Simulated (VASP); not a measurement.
# Si: single point with r2SCAN

Crystal: Si.

```
Si
1.0
     0.00000    2.72212    2.72212
     2.72212    0.00000    2.72212
     2.72212    2.72212    0.00000
Si
2
Direct
  0.00000 0.00000 0.00000
  0.25000 0.25000 0.25000
```

```yaml
Program: VASP 6.6.1
Task: single point
Functional: r2SCAN
Potentials_or_basis: VASP PAW PBE potentials, release 64 (Si)
Cutoff: 520 eV
k_mesh: 6 × 6 × 6
Occupations: gaussian, width 0.001 eV
Spin: no spin polarisation
```

The pressure is -0.2 GPa and the band gap on the k mesh is 0.93 eV (least direct gap 2.75 eV).

Levels at points of the mesh, in eV from the valence-band top:
```tsv
k point	band 1	band 2	band 3	band 4	band 5	band 6	band 7	band 8	band 9
(0.00, 0.00, 0.00)	-12.47	0.00	0.00	0.00	2.75	2.75	2.75	3.90	8.12
(0.50, 0.00, 0.00)	-10.04	-7.23	-1.27	-1.27	1.86	3.59	3.59	8.32	11.14
(0.50, 0.50, 0.00)	-8.13	-8.13	-2.99	-2.99	0.93	0.93	10.81	10.81	11.59
```

Run time: 23 s on 1 thread of AMD EPYC 7R13 Processor (Zen 3), on a shared host, peak memory 0.13 GiB.

Caveat: the PAW data sets were made with another functional, which shifts forces and pressure a little. A k mesh can miss the band edges.
